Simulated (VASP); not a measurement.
Input of a VASP 6.6.1 run:

File INCAR:

```
PREC     = Accurate       # precision mode
ENCUT    = 600            # plane-wave cutoff, eV
EDIFF    = 1E-6           # SCF threshold, eV
ISMEAR   = 0              # smearing method
SIGMA    = 0.01           # smearing width, eV
LREAL    = F              # projectors in reciprocal space
LASPH    = T              # aspherical terms in the spheres
NELM     = 120            # most SCF steps
ALGO     = Normal         # electronic algorithm
ISIF     = 2              # what is computed and relaxed
LWAVE    = F              # write WAVECAR
LCHARG   = T              # write CHGCAR
GGA      = PE             # functional
LELF     = T              # ELF
LVHAR    = T            
NBANDS   = 11             # bands
GGA_COMPAT= F
```

Contents of KPOINTS:

```
Automatic mesh
0
Gamma
  10 10 10
```

File POSCAR:

```
MgO
1.0
    0.0000000000      1.7350611112      1.7350611112
    1.7350611112      0.0000000000      1.7350611112
    1.7350611112      1.7350611112      0.0000000000
Mg O
1 1
Direct
    0.0000000000      0.0000000000      0.0000000000
    0.5000000000      0.5000000000      0.5000000000
```

Potentials or basis: VASP PAW PBE potentials, release 64 (Mg, O).

The run is started by

```sh
$ cat potpaw_PBE.64/Mg/POTCAR potpaw_PBE.64/O/POTCAR > POTCAR
$ mpirun -np 1 vasp_std > vasp.out
```

Task: What does it give for the band gap on the k mesh?

Result: 8.94 eV, indirect (least direct gap 11.24 eV).

Task: What does it give for the pressure?

Result: 327.9 GPa.

 A k mesh can miss the band edges.
